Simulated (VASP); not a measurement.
Input of a VASP 6.6.1 run:

File INCAR:

```
PREC = Accurate
ENCUT = 600
EDIFF = 1E-6
ISMEAR = -1
SIGMA = 0.05
LREAL = False
LASPH = True
NELM = 200
ALGO = Normal
ISIF = 2
LWAVE = False
LCHARG = True
ISPIN = 2
MAGMOM = 2 0 0
LORBIT = 11
NUPDOWN = 2.0
LMAXMIX = 4
GGA = PE
LELF = True
LVHAR = True
NBANDS = 24
GGA_COMPAT = False
```

File KPOINTS:

```
regular mesh
0
Gamma
  7 7 7
```

The input POSCAR:

```
CoSi2
1.0
    0.0000000000      2.6780000000      2.6780000000
    2.6780000000      0.0000000000      2.6780000000
    2.6780000000      2.6780000000      0.0000000000
Co Si
1 2
Direct
    0.0000000000      0.0000000000      0.0000000000
    0.7500000000      0.7500000000      0.7500000000
    0.2500000000      0.2500000000      0.2500000000
```

Potentials or basis: VASP PAW PBE potentials, release 64 (Co_sv, Si).

The run is started by

```console
$ cat potpaw_PBE.64/Co_sv/POTCAR potpaw_PBE.64/Si/POTCAR > POTCAR
$ mpirun -np 1 vasp_std > vasp.out
```

**Question.** What does it give for the pressure?

**Answer.** 13.3 GPa.

Caveat: the total moment is fixed, so each spin has its own Fermi level.
